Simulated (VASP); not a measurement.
Ir3Ru4:

```
CELL_PARAMETERS angstrom
4.85681 0.00000 0.00000
0.00000 4.85681 0.00000
0.00000 0.00000 4.85681
ATOMIC_POSITIONS crystal
Ru 0.50000 0.00000 0.00000
Ru 0.00000 0.50000 0.00000
Ru 0.00000 0.00000 0.50000
Ru 0.50000 0.50000 0.50000
Ir 0.00000 0.50000 0.50000
Ir 0.50000 0.00000 0.50000
Ir 0.50000 0.50000 0.00000
```

| Quantity | Value |
| --- | --- |
| Program | VASP 6.6.1 |
| Task | relaxation of cell and atoms |
| Functional | PBE |
| Potentials or basis | VASP PAW PBE potentials, release 64 (Ru_pv, Ir) |
| Cutoff | 600 eV |
| k mesh | 4 × 4 × 4 |
| Occupations | gaussian, width 0.1 eV |
| Spin | no spin polarisation |

At the start: pressure 22.3 GPa; volume 16.37 Å³/atom.

Task: Where does the relaxation end?

Result: Over 4 steps the energy falls by 96.9 meV/atom and the volume is 17.91 Å³/atom (+9.4 %); space group Pm-3m (No. 221, to 0.05 Å).

Step by step:
```tsv
step	energy change (eV)	largest force (eV/Å)	pressure (GPa)	volume (Å³)
1	0.0000	0.0000	22.34	114.57
2	2.4922	0.0000	-25.73	156.71
3	-0.6736	0.0000	-1.58	126.22
4	-0.6786	0.0000	-0.25	125.36
```

Final structure:
```
Ru Ir
1.0
     5.00473    0.00000    0.00000
     0.00000    5.00473    0.00000
     0.00000    0.00000    5.00473
Ru Ir
4 3
Direct
  0.50000 0.00000 0.00000
  0.00000 0.50000 0.00000
  0.00000 0.00000 0.50000
  0.50000 0.50000 0.50000
  0.00000 0.50000 0.50000
  0.50000 0.00000 0.50000
  0.50000 0.50000 0.00000
```
